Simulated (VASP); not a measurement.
Write the native input for VASP 6.6.1 that does the following.

```
Task                   : single point
Functional             : BLYP
Dispersion             : D3(BJ)
Potentials or basis    : VASP PAW PBE potentials, release 64 (Ba_sv, Ti_sv, O_h)
Cutoff                 : 910 eV
k mesh                 : 7 × 7 × 7
Occupations            : fermi-dirac, width 0.05 eV
Spin                   : no spin polarisation
Dipole correction      : no
Further INCAR settings : ALGO = Normal; EDIFF = 1e-06; NBANDS = 28
```

The structure of BaTiO3 lies in POSCAR:

```
BaTiO3
1.0
    3.9830000691      0.0000000000      0.0000000000
    0.0000000000      3.9830000691      0.0000000000
    0.0000000000      0.0000000000      4.1020648758
Ba Ti O
1 1 3
Direct
    0.0000000000      0.0000000000     -0.0040150815
    0.5000000000      0.5000000000      0.4793853521
    0.0000000000      0.5000000000      0.5181648443
    0.5000000000      0.0000000000      0.5181648443
    0.5000000000      0.5000000000      0.0313000408
```

These files were run (other wordings do the same):

INCAR

```
PREC = Accurate ; ENCUT = 910
EDIFF = 1E-6 ; ISMEAR = -1
SIGMA = 0.05 ; LREAL = F
LASPH = T ; NELM = 120
ALGO = Normal ; ISIF = 2
LWAVE = F ; LCHARG = F
GGA = B5 ; ALDAX = 1.0
AGGAX = 1.0 ; AGGAC = 1.0
ALDAC = 0.0 ; IVDW = 12
VDW_S6 = 1.0 ; VDW_S8 = 2.6996
VDW_A1 = 0.4298 ; VDW_A2 = 4.2359
NBANDS = 28 ; GGA_COMPAT = F
```

KPOINTS

```
regular mesh
0
Gamma
  7 7 7
```

Potentials or basis: VASP PAW PBE potentials, release 64 (Ba_sv, Ti_sv, O_h).

Run with:

```sh
$ cat potpaw_PBE.64/Ba_sv/POTCAR potpaw_PBE.64/Ti_sv/POTCAR potpaw_PBE.64/O_h/POTCAR > POTCAR
$ mpirun -np 1 vasp_std > vasp.out
```

Results of the run:

```
Pressure                   : 1.7 GPa
Largest force              : 0.100 eV/Å
Band gap on the k mesh     : 1.92 eV (least direct gap 2.27 eV)
Dispersion energy per atom : -0.604 eV
```

Caveat: the cutoff is under 1.25 times the usual one of these potentials, so pressure, stress and relaxed cells hold a basis-set (Pulay) error; the PAW data sets were made with another functional, which shifts forces and pressure a little; spin-orbit coupling is left out, which moves the levels of the heavy elements; an odd mesh through Γ misses points on the zone boundary, where band edges can lie.

It took 2.6 min on 1 thread of AMD EPYC 7R43 64-Core Processor (Zen 3), on a shared host, peak memory 0.32 GiB.
